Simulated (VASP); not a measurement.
# CuAu (P4/mmm) in VASP: further runs, part 2 of 2

VASP 6.6.1. Earlier steps stand in the parts before.

### 3 Single point, r2SCAN

This run uses another cell than the first one, of 14.51 Å³/atom, 1.012 times its volume.

POSCAR reads:

```
CuAu
1.0
    2.8185562401      0.0000000000      0.0000000000
    0.0000000000      2.8185562401      0.0000000000
    0.0000000000      0.0000000000      3.6530721893
Au Cu
1 1
Direct
    0.0000000000      0.0000000000      0.0000000000
    0.5000000000      0.5000000000      0.5000000000
```

INCAR.step1 reads:

```
SYSTEM = CuAu
PREC     = Accurate       ! precision mode
ENCUT    = 520            ! plane-wave cutoff, eV
ISMEAR   = -1             ! smearing method
SIGMA    = 0.05           ! smearing width, eV
LREAL    = .False.        ! projectors in reciprocal space
LASPH    = .True.         ! aspherical terms in the spheres
NELM     = 80             ! most SCF steps
NBANDS   = 18             ! bands
GGA      = PE             ! functional
ALGO     = Normal         ! electronic algorithm
EDIFF    = 1E-4           ! SCF threshold, eV
LWAVE    = .True.         ! write WAVECAR
LCHARG   = .False.        ! write CHGCAR
```

INCAR.step2 reads:

```
SYSTEM = CuAu
PREC     = Accurate       ! precision mode
ENCUT    = 520            ! plane-wave cutoff, eV
EDIFF    = 1E-6           ! SCF threshold, eV
ISMEAR   = -1             ! smearing method
SIGMA    = 0.05           ! smearing width, eV
LREAL    = .False.        ! projectors in reciprocal space
LASPH    = .True.         ! aspherical terms in the spheres
NELM     = 80             ! most SCF steps
ALGO     = Normal         ! electronic algorithm
ISIF     = 2              ! what is computed and relaxed
LWAVE    = .False.        ! write WAVECAR
LCHARG   = .True.         ! write CHGCAR
METAGGA  = R2SCAN         ! meta-GGA
LMIXTAU  = .True.       
LELF     = .True.         ! ELF
LVHAR    = .True.       
NBANDS   = 18             ! bands
ISTART   = 1
```

KPOINTS reads:

```
regular mesh
0
Gamma
  9 9 7
  0 0 0
```

Potentials or basis: VASP PAW PBE potentials, release 64 (Au, Cu).

Command:

```bash
$ cat potpaw_PBE.64/Au/POTCAR potpaw_PBE.64/Cu/POTCAR > POTCAR
$ cp INCAR.step1 INCAR
$ mpirun -np 1 vasp_std > vasp.out
$ cp INCAR.step2 INCAR
$ mpirun -np 1 vasp_std > vasp.out
```

OUTCAR:

```text
SYSTEM = CuAu
   PREC = Accurate
   ENCUT = 520
   EDIFF = 1E-6
   ISMEAR = -1
   LREAL = .False.
   LASPH = .True.
   NELM = 80
   ISIF = 2
   METAGGA = R2SCAN
   ISTART = 1

 ion  position               nearest neighbor table
   1  0.000  0.000  0.000-   2 2.70   2 2.70   2 2.70   2 2.70   2 2.70   2 2.70   2 2.70   2 2.70

   2  0.500  0.500  0.500-   1 2.70   1 2.70   1 2.70   1 2.70   1 2.70   1 2.70   1 2.70   1 2.70

  LATTYP: Found a simple tetragonal cell.
 ALAT       =     2.8185562401
 C/A-ratio  =     1.2960792257

  Lattice vectors:

 A1 = (   2.8185562401,   0.0000000000,   0.0000000000)
 A2 = (   0.0000000000,   2.8185562401,   0.0000000000)
 A3 = (   0.0000000000,   0.0000000000,   3.6530721893)

Analysis of symmetry for initial positions (statically):
=====================================================================
 Subroutine PRICEL returns:
 Original cell was already a primitive cell.

 Routine SETGRP: Setting up the symmetry group for a
 simple tetragonal supercell.

 Subroutine GETGRP returns: Found 16 space group operations
 (whereof 16 operations were pure point group operations)
 out of a pool of 16 trial point group operations.

The static configuration has the point symmetry D_4h.

Analysis of symmetry for dynamics (positions and initial velocities):
=====================================================================
 Subroutine PRICEL returns:
 Original cell was already a primitive cell.

 Routine SETGRP: Setting up the symmetry group for a
 simple tetragonal supercell.

 Subroutine GETGRP returns: Found 16 space group operations
 (whereof 16 operations were pure point group operations)
 out of a pool of 16 trial point group operations.

The dynamic configuration has the point symmetry D_4h.

 Subroutine INISYM returns: Found 16 space group operations
[... 104 lines left out ...]
   ISYM   =      2    0-nonsym 1-usesym 2-fastsym
   POTIM  = 0.5000    time-step for ionic-motion
   TEBEG  =    0.0;   TEEND  =   0.0 temperature during run
   PSTRESS=    0.0 pullay stress
   NELECT =      22.0000    total number of electrons
   NUPDOWN=      -1.0000    fix difference up-down
   EMIN   =  10.00;   EMAX   =-10.00  energy-range for DOS
   EFERMI =   0.00;   METHOD = LEGACY
   ISMEAR =    -1;   SIGMA  =   0.05  broadening in eV -4-tet -1-fermi 0-gaus
   EFERMI_NEDOS =   21; number of points for ismear=-14 and -15
   IALGO  =     38    algorithm
   IMIX   =      4    mixing-type and parameters
     AMIX     =   0.40;   BMIX     =  1.00
     AMIX_MAG =   1.60;   BMIX_MAG =  1.00
  volume/ion in A,a.u.               =      14.51        97.92
  Fermi-wavevector in a.u.,A,eV,Ry     =   1.492721  2.820833 30.316699  2.228215
  Thomas-Fermi vector in A             =   2.605212
   LORBIT       =      0    0 simple, 1 ext, 2 COOP (PROOUT), +10 PAW based schemes
   METAGGA = R2SCAN    functional components
   LHFCALC =     F    Hartree Fock is set to
   AEXX    =    0.0000 exact exchange contribution
   IVDW    =     0    specifies the selected vdW correction
   LEPSILON=     F    determine dielectric tensor
   LRPA    =     F    only Hartree local field effects (RPA)
 non-spin polarized calculation
  energy-cutoff  :      520.00
  volume of cell :       29.02
 maximum number of plane-waves:       799
 NGX is ok and might be reduce to    24
   NGX = 11   NGY = 11   NGZ = 13

 number of electron      22.0000000 magnetization

 Free energy of the ion-electron system (eV)
  ---------------------------------------------------
  ext. energy  EPLUGINS =         0.00000000
  ---------------------------------------------------
  free energy    TOTEN  =       -61.55881224 eV

  energy without entropy =      -61.55518289  energy(sigma->0) =      -61.55699756

 E-fermi :   8.6412     XC(G=0): -13.6278

 val. band max:        8.6147791438   @ k =   0.1111   0.1111   0.2857
 cond. band min:       8.6597102563   @ k =   0.3333   0.1111   0.4286
 fundamental gap:      0.0449311125
 Fermi energy:         8.6412430406

 k-point     1 :       0.0000    0.0000    0.0000
  band No.  band energies     occupation
      1      -1.4555      2.00000
      2       1.7042      2.00000
      3       1.8918      2.00000
      4       4.3222      2.00000
      5       4.3222      2.00000
      6       5.3672      2.00000
[... 481 lines left out ...]
      5       4.3380      2.00000
      6       5.0173      2.00000
[... 10 lines left out ...]
     17      24.3664      0.00000
     18      25.0783      0.00000

 [... further k-points ...]
[... 5 lines left out ...]
  --------------------------------------------------------------------------------------
  -------------------------------------------------------------------------------------
  Total        0.0128711      0.0128711      0.0294346      0.0000000      0.0000000      0.0000000
  in kB        0.7105828      0.7105828      1.6250120      0.0000000      0.0000000      0.0000000
  external PRESSURE =       1.0153926 kB  Pullay stress =       0.0000000 kB

 VOLUME and BASIS-vectors are now :
 -----------------------------------------------------------------------------
  energy-cutoff  :      520.00
  volume of cell :       29.02
      direct lattice vectors                 reciprocal lattice vectors
     2.818556240  0.000000000  0.000000000     0.354791572  0.000000000  0.000000000
     0.000000000  2.818556240  0.000000000     0.000000000  0.354791572  0.000000000
     0.000000000  0.000000000  3.653072189     0.000000000  0.000000000  0.273742195

 POSITION                                       TOTAL-FORCE (eV/Angst)
 -----------------------------------------------------------------------------------
      0.00000      0.00000      0.00000         0.000000      0.000000      0.000000
      1.40928      1.40928      1.82654         0.000000      0.000000      0.000000
 -----------------------------------------------------------------------------------
    total drift:                                0.000000      0.000000     -0.000000

  FREE ENERGIE OF THE ION-ELECTRON SYSTEM (eV)
  ---------------------------------------------------
  free  energy   TOTEN  =       -61.5588122356 eV

  energy  without entropy=      -61.5551828870  energy(sigma->0) =      -61.55699756
```

OUTCAR.step1:

```text
SYSTEM = CuAu
   PREC = Accurate
   ENCUT = 520
   ISMEAR = -1
   LREAL = .False.
   LASPH = .True.
[... 727 lines left out ...]
      0.00000      0.00000      0.00000         0.000000      0.000000      0.000000
      1.40928      1.40928      1.82654         0.000000      0.000000      0.000000
 -----------------------------------------------------------------------------------
    total drift:                                0.000000      0.000000     -0.000000

  FREE ENERGIE OF THE ION-ELECTRON SYSTEM (eV)
  ---------------------------------------------------
  free  energy   TOTEN  =        -7.0638233207 eV

  energy  without entropy=       -7.0601351737  energy(sigma->0) =       -7.06197925
```

OSZICAR.step1:

```text
N       E                     dE             d eps       ncg     rms          rms(c)
DAV:   1     0.127699645025E+03    0.12770E+03   -0.10910E+04  2336   0.172E+03
DAV:   2    -0.260415381307E+01   -0.13030E+03   -0.12204E+03  2200   0.298E+02
DAV:   3    -0.796478291601E+01   -0.53606E+01   -0.52624E+01  2568   0.698E+01
DAV:   4    -0.803693516561E+01   -0.72152E-01   -0.72087E-01  2780   0.683E+00
DAV:   5    -0.803872725427E+01   -0.17921E-02   -0.17920E-02  2702   0.110E+00    0.115E+01
DAV:   6    -0.748078092596E+01    0.55795E+00   -0.68125E+00  2330   0.701E+01    0.539E+00
DAV:   7    -0.713575585015E+01    0.34503E+00   -0.26591E+00  2624   0.741E+01    0.570E+00
DAV:   8    -0.707054964068E+01    0.65206E-01   -0.24418E-01  3000   0.120E+01    0.269E+00
DAV:   9    -0.706417444698E+01    0.63752E-02   -0.13594E-02  3276   0.207E+00    0.139E-01
DAV:  10    -0.706383729024E+01    0.33716E-03   -0.24944E-03  2838   0.994E-01    0.717E-02
DAV:  11    -0.706382332074E+01    0.13970E-04   -0.63669E-05  1298   0.174E-01
   1 F= -.70638233E+01 E0= -.70619792E+01  d E =-.368815E-02
```

Wall time 73 s (1 thread of Intel Xeon 6975P-C (Granite Rapids), shared host); peak memory 0.17 GiB.

Results:

```yaml
Free_energy: -61.5588 eV
Pressure: 0.1 GPa
Band_gap_on_the_k_mesh: zero (band 11 reaches 12.22 eV, above the bottom of band 12 at 6.54 eV)
```

Levels at points of the mesh, in eV from the Fermi level:
```tsv
k point	band 9	band 10	band 11	band 12	band 13	band 14
(0.00, 0.00, 0.00)	-1.83	-1.59	-1.59	2.40	8.68	10.40
```

Caveat: the PAW data sets were made with another functional, which shifts forces and pressure a little; spin-orbit coupling is left out, which moves the levels of the heavy elements.

### 4 Relaxation of cell and atoms, r2SCAN

This run uses another cell than the first one, of 14.56 Å³/atom, 1.015 times its volume.

POSCAR reads:

```
CuAu
1.0
    2.8107494552      0.0000000000      0.0000000000
    0.0000000000      2.8107494552      0.0000000000
    0.0000000000      0.0000000000      3.6850000000
Au Cu
1 1
Direct
    0.0000000000      0.0000000000      0.0000000000
    0.5000000000      0.5000000000      0.5000000000
```

INCAR.step1 reads:

```
  ALGO = Normal
  EDIFF = 1E-4
  ENCUT = 600
  GGA = PE
  ISMEAR = -1
  LASPH = True
  LCHARG = False
  LREAL = False
  LWAVE = True
  NELM = 80
  PREC = Accurate
  SIGMA = 0.05
```

INCAR.step2 reads:

```
  ALGO = Normal
  EDIFF = 1E-6
  EDIFFG = -0.01
  ENCUT = 600
  IBRION = 2
  ISIF = 3
  ISMEAR = -1
  ISTART = 1
  LASPH = True
  LCHARG = False
  LMIXTAU = True
  LREAL = False
  LWAVE = False
  METAGGA = R2SCAN
  NELM = 80
  NSW = 60
  PREC = Accurate
  SIGMA = 0.05
```

KPOINTS reads:

```
k-points
0
Gamma
  9 9 7
```

Command:

```bash
$ cat potpaw_PBE.64/Au/POTCAR potpaw_PBE.64/Cu/POTCAR > POTCAR
$ cp INCAR.step1 INCAR
$ mpirun -np 1 vasp_std > vasp.out
$ cp INCAR.step2 INCAR
$ mpirun -np 1 vasp_std > vasp.out
```

It took 4 min on 1 thread of Intel Xeon 6975P-C (Granite Rapids), shared host; peak memory 0.18 GiB.

The run converged. Its results:

```
Free energy                            : -61.5587 eV
Relaxed volume                         : 14.55 Å³/atom
Relaxed cell                           : a = 2.819 Å, b = 2.819 Å, c = 3.663 Å, α = 90.00°, β = 90.00°, γ = 90.00°
Space group after relaxing (to 0.05 Å) : P4/mmm (No. 123)
Energy gained by relaxing              : 0.2 meV/atom
Ionic steps                            : 5
Pressure after relaxing                : 0.0 GPa
Band gap on the k mesh                 : zero (band 11 reaches 12.18 eV, above the bottom of band 12 at 6.51 eV)
```

Step by step:
```csv
step,energy change (eV),largest force (eV/Å),pressure (GPa),volume (Å³)
1,0.0000,0.0000,-0.19,29.11
2,-0.0001,0.0000,0.46,29.04
3,-0.0001,0.0000,0.33,29.06
4,-0.0002,0.0000,0.19,29.07
5,-0.0004,0.0000,0.03,29.10
```

Final structure:
```yaml
crystal:
  lattice:
    - [2.81879, 0.00000, 0.00000]
    - [0.00000, 2.81879, 0.00000]
    - [0.00000, 0.00000, 3.66279]
  atoms:
    - { symbol: Au, position: [0.00000, 0.00000, 0.00000] }
    - { symbol: Cu, position: [0.50000, 0.50000, 0.50000] }
```

Levels at points of the mesh, in eV from the Fermi level:
```
           k point  band 8  band 9  band 10  band 11  band 12  band 13  band 14  band 15
(0.00, 0.00, 0.00)   -2.27   -1.82    -1.58    -1.58     2.38     8.61    10.43    10.43
```

Caveat: the PAW data sets were made with another functional, which shifts forces and pressure a little; spin-orbit coupling is left out, which moves the levels of the heavy elements.

### 5 Relaxation of cell and atoms, r2SCAN, target pressure 2 GPa, at which the enthalpy is minimised

This run uses another cell than the first one, of 14.56 Å³/atom, 1.015 times its volume.

POSCAR is that of step 4.

INCAR.step1 reads:

```
ALGO = Normal
EDIFF = 1E-4
ENCUT = 600
GGA = PE
ISMEAR = -1
LASPH = T
LCHARG = F
LREAL = F
LWAVE = T
NELM = 60
PREC = Accurate
SIGMA = 0.05
```

INCAR.step2 reads:

```
ALGO = Normal
EDIFF = 1E-6
EDIFFG = -0.01
ENCUT = 600
IBRION = 2
ISIF = 3
ISMEAR = -1
ISTART = 1
LASPH = T
LCHARG = F
LMIXTAU = T
LREAL = F
LWAVE = F
METAGGA = R2SCAN
NELM = 60
NSW = 60
PREC = Accurate
PSTRESS = 20.0
SIGMA = 0.05
```

KPOINTS is that of step 4.

Command:

```bash
$ cat potpaw_PBE.64/Au/POTCAR potpaw_PBE.64/Cu/POTCAR > POTCAR
$ cp INCAR.step1 INCAR
$ mpirun -np 1 vasp_std > vasp.out
$ cp INCAR.step2 INCAR
$ mpirun -np 1 vasp_std > vasp.out
```

Wall time 5.2 min (1 thread of Intel Xeon 6975P-C (Granite Rapids), shared host); peak memory 0.19 GiB.

It converged, with:

```yaml
Free_energy: -61.5564 eV
Relaxed_volume: 14.37 Å³/atom
Relaxed_cell: a = 2.810 Å, b = 2.810 Å, c = 3.639 Å, α = 90.00°, β = 90.00°, γ = 90.00°
Space_group_after_relaxing_to_0.05_Å: P4/mmm (No. 123)
Energy_change_on_relaxing_the_enthalpy_is_what_falls: +1.0 meV/atom
Ionic_steps: 6
Pressure_after_relaxing: 2.0 GPa
Band_gap_on_the_k_mesh: zero (band 11 reaches 12.39 eV, above the bottom of band 12 at 6.66 eV)
```

Step by step:
```tsv
step	energy change (eV)	largest force (eV/Å)	pressure (GPa)	volume (Å³)
1	0.0000	0.0000	-0.19	29.11
2	0.0126	0.0000	5.06	28.28
3	0.0021	0.0000	1.98	28.77
4	0.0022	0.0000	2.04	28.76
5	0.0020	0.0000	2.08	28.76
6	0.0019	0.0000	2.03	28.75
```

Final structure:
```xyz
2
Lattice="2.8105 0.0000 0.0000 0.0000 2.8105 0.0000 0.0000 0.0000 3.6392" Properties=species:S:1:pos:R:3 pbc="T T T"
Au    0.0000    0.0000    0.0000
Cu    1.4052    1.4052    1.8196
```

Levels at points of the mesh, in eV from the Fermi level:
| k point | band 9 | band 10 | band 11 | band 12 | band 13 | band 14 |
| --- | --- | --- | --- | --- | --- | --- |
| (0.00, 0.00, 0.00) | -1.85 | -1.60 | -1.60 | 2.40 | 8.79 | 10.43 |

Caveat: the cell is relaxed towards a set pressure, so the enthalpy falls and the energy may rise; the PAW data sets were made with another functional, which shifts forces and pressure a little; spin-orbit coupling is left out, which moves the levels of the heavy elements.

### 6 The runs side by side

```tsv
task	cell	cutoff (eV)	gap on the mesh (eV)	pressure (GPa)
single point	a = 2.809, b = 2.809, c = 3.634 Å, 2 atoms	520	none	2.1
single point	a = 2.819, b = 2.819, c = 3.653 Å, 2 atoms	520	none	0.1
relaxation of cell and atoms	relaxed from a = 2.811, b = 2.811, c = 3.685 Å, 2 atoms	600	none	0.0
relaxation of cell and atoms	relaxed to 2 GPa from a = 2.811, b = 2.811, c = 3.685 Å, 2 atoms	600	none	2.0
```

Alike in all rows: level r2SCAN; potentials or basis VASP PAW PBE potentials, release 64 (Au, Cu); no spin polarisation; k mesh 9 × 9 × 7; smearing fermi-dirac 0.05 eV.

Caveats: the PAW data sets were made with another functional, which shifts forces and pressure a little; spin-orbit coupling is left out, which moves the levels of the heavy elements; the cell is relaxed towards a set pressure, so the enthalpy falls and the energy may rise (some runs).

Absolute energies hang on the potentials; compare differences alone.
